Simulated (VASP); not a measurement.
# PbS (rocksalt type) (Fm-3m) in VASP: further runs

Runs on PbS (rocksalt type). Level: PBE. Tasks: single point.

Program: VASP 6.6.1. These are calculated values, not measurements. Logs are shortened: lines on timing, memory, paths and dates and some standing lists are left out, and cuts for length are marked.

### Step 1. The cell of the first run

It takes space group Fm-3m (No. 225, cubic). Conventional cell: a = 5.714 Å, b = 5.714 Å, c = 5.714 Å, α = 90.00°, β = 90.00°, γ = 90.00°. Within 3.8 Å of Pb (site symmetry m-3m) lie 6 S at 2.86 Å. Within 3.8 Å of S (site symmetry m-3m) lie 6 Pb at 2.86 Å.

### Step 2. Single point, PBE (23.32 Å³/atom)

The input, INCAR:

```
SYSTEM = PbS
PREC = Accurate ; ENCUT = 520
EDIFF = 1E-6 ; ISMEAR = -1
SIGMA = 0.05 ; LREAL = .False.
LASPH = .True. ; NELM = 80
ALGO = Normal ; ISIF = 2
LWAVE = .False. ; LCHARG = .False.
GGA = PE ; NBANDS = 17
```

The input, KPOINTS:

```
regular mesh
0
Gamma
  13 13 13
  0 0 0
```

The input, POSCAR:

```
PbS
1.0
    0.0000000000      2.8569402313      2.8569402313
    2.8569402313      0.0000000000      2.8569402313
    2.8569402313      2.8569402313      0.0000000000
Pb S
1 1
Direct
    0.0000000000      0.0000000000      0.0000000000
    0.5000000000      0.5000000000      0.5000000000
```

Potentials or basis: VASP PAW PBE potentials, release 64 (Pb_d, S).

Command:

```
$ cat potpaw_PBE.64/Pb_d/POTCAR potpaw_PBE.64/S/POTCAR > POTCAR
$ mpirun -np 1 vasp_std > vasp.out
```

OUTCAR:

```text
SYSTEM = PbS
   PREC = Accurate
   ENCUT = 520
   EDIFF = 1E-6
   ISMEAR = -1
   LREAL = .False.
   LASPH = .True.
   NELM = 80
   ISIF = 2
   GGA = PE

 ion  position               nearest neighbor table
   1  0.000  0.000  0.000-   2 2.86   2 2.86   2 2.86   2 2.86   2 2.86   2 2.86
   2  0.500  0.500  0.500-   1 2.86   1 2.86   1 2.86   1 2.86   1 2.86   1 2.86

  LATTYP: Found a face centered cubic cell.
 ALAT       =     5.7138804626

  Lattice vectors:

 A1 = (   0.0000000000,   2.8569402313,   2.8569402313)
 A2 = (   2.8569402313,   0.0000000000,   2.8569402313)
 A3 = (   2.8569402313,   2.8569402313,   0.0000000000)

Analysis of symmetry for initial positions (statically):
=====================================================================
 Subroutine PRICEL returns:
 Original cell was already a primitive cell.

 Routine SETGRP: Setting up the symmetry group for a
 face centered cubic supercell.

 Subroutine GETGRP returns: Found 48 space group operations
 (whereof 48 operations were pure point group operations)
 out of a pool of 48 trial point group operations.

The static configuration has the point symmetry O_h .

Analysis of symmetry for dynamics (positions and initial velocities):
=====================================================================
 Subroutine PRICEL returns:
 Original cell was already a primitive cell.

 Routine SETGRP: Setting up the symmetry group for a
 face centered cubic supercell.

 Subroutine GETGRP returns: Found 48 space group operations
 (whereof 48 operations were pure point group operations)
 out of a pool of 48 trial point group operations.

The dynamic configuration has the point symmetry O_h .

 Subroutine INISYM returns: Found 48 space group operations
 (whereof 48 operations are pure point group operations),
 and found     1 'primitive' translations

----------------------------------------------------------------------------------------

                                     Primitive cell

  volume of cell :      46.6373

  direct lattice vectors                    reciprocal lattice vectors
     0.000000000  2.856940231  2.856940231    -0.175012412  0.175012412  0.175012412
     2.856940231  0.000000000  2.856940231     0.175012412 -0.175012412  0.175012412
     2.856940231  2.856940231  0.000000000     0.175012412  0.175012412 -0.175012412

  length of vectors
     4.040323622  4.040323622  4.040323622     0.303130389  0.303130389  0.303130389

  position of ions in fractional coordinates (direct lattice)
     0.000000000  0.000000000  0.000000000
     0.500000000  0.500000000  0.500000000

  ion indices of the primitive-cell ions
   primitive index   ion index
                 1           1
                 2           2

----------------------------------------------------------------------------------------

 KPOINTS: regular mesh

Automatic generation of k-mesh.
 Grid dimensions read from file:
 generate k-points for:   13   13   13

 Generating k-lattice:

  Cartesian coordinates                     Fractional coordinates (reciprocal lattice)
    -0.013462493  0.013462493  0.013462493     0.076923077  0.000000000  0.000000000
     0.013462493 -0.013462493  0.013462493     0.000000000  0.076923077  0.000000000
     0.013462493  0.013462493 -0.013462493     0.000000000  0.000000000  0.076923077

  Length of vectors
     0.023317722  0.023317722  0.023317722

  Shift w.r.t. Gamma in fractional coordinates (k-lattice)
     0.000000000  0.000000000  0.000000000

 Subroutine IBZKPT returns following result:
 ===========================================

 Found     84 irreducible k-points:

 Following reciprocal coordinates:
            Coordinates               Weight
  0.000000  0.000000  0.000000      1.000000
  0.076923  0.000000  0.000000      8.000000
  0.153846  0.000000  0.000000      8.000000
  0.230769  0.000000  0.000000      8.000000
  0.307692  0.000000  0.000000      8.000000
  0.384615  0.000000  0.000000      8.000000
[... 16 lines left out ...]
  0.384615  0.153846  0.000000     24.000000
  0.461538  0.153846  0.000000     24.000000
 [... further k-points ...]
   k-points           NKPTS =     84   k-points in BZ     NKDIM =     84   number of bands    NBANDS=     17
   number of dos      NEDOS =    301   number of ions     NIONS =      2
   total plane-waves  NPLWV =  27000
   dimension x,y,z NGX =    30 NGY =   30 NGZ =   30
   dimension x,y,z NGXF=    60 NGYF=   60 NGZF=   60
   ions per type =               1   1
   NGX,Y,Z   is equivalent  to a cutoff of  12.34, 12.34, 12.34 a.u.
   NGXF,Y,Z  is equivalent  to a cutoff of  24.69, 24.69, 24.69 a.u.
 SYSTEM =  PbS
   PREC   = accura    normal or accurate (medium, high low for compatibility)
   ISTART =      0    job   : 0-new  1-cont  2-samecut
   ICHARG =      2    charge: 1-file 2-atom 10-const
   ISPIN  =      1    spin polarized calculation?
   LNONCOLLINEAR =      F non collinear calculations
   LSORBIT =      F    spin-orbit coupling
   LASPH  =      T    aspherical Exc in radial PAW
   ENCUT  =  520.0 eV  38.22 Ry    6.18 a.u.   7.51  7.51  7.51*2*pi/ulx,y,z
   NELM   =     80;   NELMIN=  2; NELMDL= -5     # of ELM steps
   EDIFF  = 0.1E-05   stopping-criterion for ELM
   LREAL  =      F    real-space projection
   EDIFFG = 0.1E-04   stopping-criterion for IOM
   NSW    =      0    number of steps for IOM
   IBRION =     -1    ionic relax: 0-MD 1-quasi-New 2-CG
   NFREE  =      0    steps in history (QN), initial steepest desc. (CG)
   ISIF   =      2    stress and relaxation
   ISYM   =      2    0-nonsym 1-usesym 2-fastsym
   POTIM  = 0.5000    time-step for ionic-motion
   TEBEG  =    0.0;   TEEND  =   0.0 temperature during run
   PSTRESS=    0.0 pullay stress
   NELECT =      20.0000    total number of electrons
   NUPDOWN=      -1.0000    fix difference up-down
   EMIN   =  10.00;   EMAX   =-10.00  energy-range for DOS
   EFERMI =   0.00;   METHOD = LEGACY
   ISMEAR =    -1;   SIGMA  =   0.05  broadening in eV -4-tet -1-fermi 0-gaus
   EFERMI_NEDOS =   21; number of points for ismear=-14 and -15
   IALGO  =     38    algorithm
   IMIX   =      4    mixing-type and parameters
     AMIX     =   0.40;   BMIX     =  1.00
     AMIX_MAG =   1.60;   BMIX_MAG =  1.00
  volume/ion in A,a.u.               =      23.32       157.36
  Fermi-wavevector in a.u.,A,eV,Ry     =   1.234545  2.332952 20.736666  1.524102
  Thomas-Fermi vector in A             =   2.369231
   LORBIT       =      0    0 simple, 1 ext, 2 COOP (PROOUT), +10 PAW based schemes
   GGA     = PE    functional components
   LHFCALC =     F    Hartree Fock is set to
   AEXX    =    0.0000 exact exchange contribution
   IVDW    =     0    specifies the selected vdW correction
   LEPSILON=     F    determine dielectric tensor
   LRPA    =     F    only Hartree local field effects (RPA)
 non-spin polarized calculation
  energy-cutoff  :      520.00
  volume of cell :       46.64
 maximum number of plane-waves:      1279
 NGX is ok and might be reduce to    30
   NGX = 15   NGY = 15   NGZ = 15

 number of electron      20.0000004 magnetization

 Free energy of the ion-electron system (eV)
  ---------------------------------------------------
  ext. energy  EPLUGINS =         0.00000000
  ---------------------------------------------------
  free energy    TOTEN  =        -8.54078377 eV

  energy without entropy =       -8.54072968  energy(sigma->0) =       -8.54075672

 E-fermi :   7.4961     XC(G=0): -10.2218

 val. band max:        7.2735714691   @ k =   0.4615   0.0000   0.0000
 cond. band min:       7.7432689373   @ k =   0.4615   0.0000   0.0000
 fundamental gap:      0.4696974681
 Fermi energy:         7.4960602876

 k-point     1 :       0.0000    0.0000    0.0000
  band No.  band energies     occupation
      1      -9.6667      2.00000
      2      -9.6667      2.00000
      3      -9.6667      2.00000
      4      -9.6539      2.00000
      5      -9.6539      2.00000
      6      -7.3009      2.00000
[... 9 lines left out ...]
     16      13.8051      0.00000
     17      15.6703      0.00000

 k-point     2 :       0.0769    0.0000    0.0000
  band No.  band energies     occupation
      1      -9.6665      2.00000
      2      -9.6647      2.00000
      3      -9.6647      2.00000
      4      -9.6548      2.00000
      5      -9.6548      2.00000
      6      -7.2406      2.00000
[... 9 lines left out ...]
     16      14.0098      0.00000
     17      16.2862      0.00000

 k-point     3 :       0.1538    0.0000    0.0000
  band No.  band energies     occupation
      1      -9.6684      2.00000
      2      -9.6684      2.00000
      3      -9.6660      2.00000
      4      -9.6482      2.00000
      5      -9.6482      2.00000
      6      -7.0632      2.00000
[... 9 lines left out ...]
     16      14.4017      0.00000
     17      17.5884      0.00000

 k-point     4 :       0.2308    0.0000    0.0000
  band No.  band energies     occupation
      1      -9.6790      2.00000
      2      -9.6790      2.00000
      3      -9.6658      2.00000
      4      -9.6333      2.00000
      5      -9.6333      2.00000
      6      -6.7814      2.00000
[... 9 lines left out ...]
     16      14.9554      0.00000
     17      19.1327      0.00000

 k-point     5 :       0.3077    0.0000    0.0000
  band No.  band energies     occupation
      1      -9.6908      2.00000
      2      -9.6908      2.00000
      3      -9.6661      2.00000
      4      -9.6169      2.00000
      5      -9.6169      2.00000
      6      -6.4248      2.00000
[... 9 lines left out ...]
     16      15.6679      0.00000
     17      20.4252      0.00000

 k-point     6 :       0.3846    0.0000    0.0000
  band No.  band energies     occupation
      1      -9.7006      2.00000
      2      -9.7006      2.00000
      3      -9.6666      2.00000
      4      -9.6031      2.00000
      5      -9.6031      2.00000
      6      -6.0563      2.00000
[... 9 lines left out ...]
     16      16.4783      0.00000
     17      19.5102      0.00000

 k-point     7 :       0.4615    0.0000    0.0000
  band No.  band energies     occupation
      1      -9.7062      2.00000
      2      -9.7062      2.00000
      3      -9.6670      2.00000
      4      -9.5952      2.00000
      5      -9.5952      2.00000
      6      -5.7982      2.00000
[... 9 lines left out ...]
     16      17.1675      0.00000
     17      18.4006      0.00000

 k-point     8 :       0.0769    0.0769    0.0000
  band No.  band energies     occupation
      1      -9.6690      2.00000
      2      -9.6617      2.00000
      3      -9.6617      2.00000
      4      -9.6614      2.00000
      5      -9.6516      2.00000
      6      -7.2196      2.00000
[... 9 lines left out ...]
     16      14.4980      0.00000
     17      16.3962      0.00000
[... 203 lines left out ...]
      1      -9.6671      2.00000
      2      -9.6644      2.00000
      3      -9.6622      2.00000
      4      -9.6608      2.00000
      5      -9.6482      2.00000
      6      -7.1403      2.00000
[... 9 lines left out ...]
     16      14.6391      0.00000
     17      16.8180      0.00000

 k-point    20 :       0.1538    0.1538    0.0000
  band No.  band energies     occupation
      1      -9.6894      2.00000
      2      -9.6756      2.00000
      3      -9.6476      2.00000
      4      -9.6476      2.00000
      5      -9.6454      2.00000
      6      -6.9721      2.00000
[... 9 lines left out ...]
     16      15.7326      0.00000
     17      16.7366      0.00000

 k-point    21 :       0.2308    0.1538    0.0000
  band No.  band energies     occupation
      1      -9.7109      2.00000
      2      -9.6776      2.00000
      3      -9.6515      2.00000
      4      -9.6382      2.00000
      5      -9.6297      2.00000
      6      -6.7522      2.00000
[... 9 lines left out ...]
     16      16.1524      0.00000
     17      17.5293      0.00000

 k-point    22 :       0.3077    0.1538    0.0000
  band No.  band energies     occupation
      1      -9.7307      2.00000
      2      -9.6752      2.00000
      3      -9.6603      2.00000
      4      -9.6293      2.00000
      5      -9.6124      2.00000
      6      -6.4406      2.00000
[... 9 lines left out ...]
     16      16.6239      0.00000
     17      18.8431      0.00000

 k-point    23 :       0.3846    0.1538    0.0000
  band No.  band energies     occupation
      1      -9.7449      2.00000
      2      -9.6710      2.00000
      3      -9.6695      2.00000
      4      -9.6221      2.00000
      5      -9.5989      2.00000
      6      -6.0788      2.00000
[... 9 lines left out ...]
     16      17.2629      0.00000
     17      19.4000      0.00000

 k-point    24 :       0.4615    0.1538    0.0000
  band No.  band energies     occupation
      1      -9.7510      2.00000
      2      -9.6813      2.00000
      3      -9.6628      2.00000
      4      -9.6166      2.00000
      5      -9.5919      2.00000
      6      -5.7473      2.00000
[... 9 lines left out ...]
     16      17.6687      0.00000
     17      18.4327      0.00000

 [... further k-points ...]

------------------------ aborting loop because EDIFF is reached ----------------------------------------

  FORCE on cell =-STRESS in cart. coord.  units (eV):
  Direction    XX          YY          ZZ          XY          YZ          ZX
  --------------------------------------------------------------------------------------
  -------------------------------------------------------------------------------------
  Total        3.1747129      3.1747129      3.1747129      0.0000000      0.0000000      0.0000000
  in kB      109.0640383    109.0640383    109.0640383      0.0000000      0.0000000      0.0000000
  external PRESSURE =     109.0640383 kB  Pullay stress =       0.0000000 kB

 VOLUME and BASIS-vectors are now :
 -----------------------------------------------------------------------------
  energy-cutoff  :      520.00
  volume of cell :       46.64
      direct lattice vectors                 reciprocal lattice vectors
     0.000000000  2.856940231  2.856940231    -0.175012412  0.175012412  0.175012412
     2.856940231  0.000000000  2.856940231     0.175012412 -0.175012412  0.175012412
     2.856940231  2.856940231  0.000000000     0.175012412  0.175012412 -0.175012412

 POSITION                                       TOTAL-FORCE (eV/Angst)
 -----------------------------------------------------------------------------------
      0.00000      0.00000      0.00000         0.000000      0.000000      0.000000
      2.85694      2.85694      2.85694        -0.000000     -0.000000     -0.000000
 -----------------------------------------------------------------------------------
    total drift:                               -0.000000      0.000000      0.000000

  FREE ENERGIE OF THE ION-ELECTRON SYSTEM (eV)
  ---------------------------------------------------
  free  energy   TOTEN  =        -8.5407837697 eV

  energy  without entropy=       -8.5407296791  energy(sigma->0) =       -8.54075672
```

Wall time 24 s (1 thread of Intel Xeon 6975P-C (Granite Rapids), shared host); peak memory 0.21 GiB.

What came out:

```
Free energy : -8.5408 eV
Pressure    : 10.9 GPa
```

Caveat: this odd mesh misses L, so gap, dielectric constants and Born charges aren't listed; the cell stands under pressure; spin-orbit coupling is left out, which moves the levels of the heavy elements.

(Continued in part 2 of 2.)
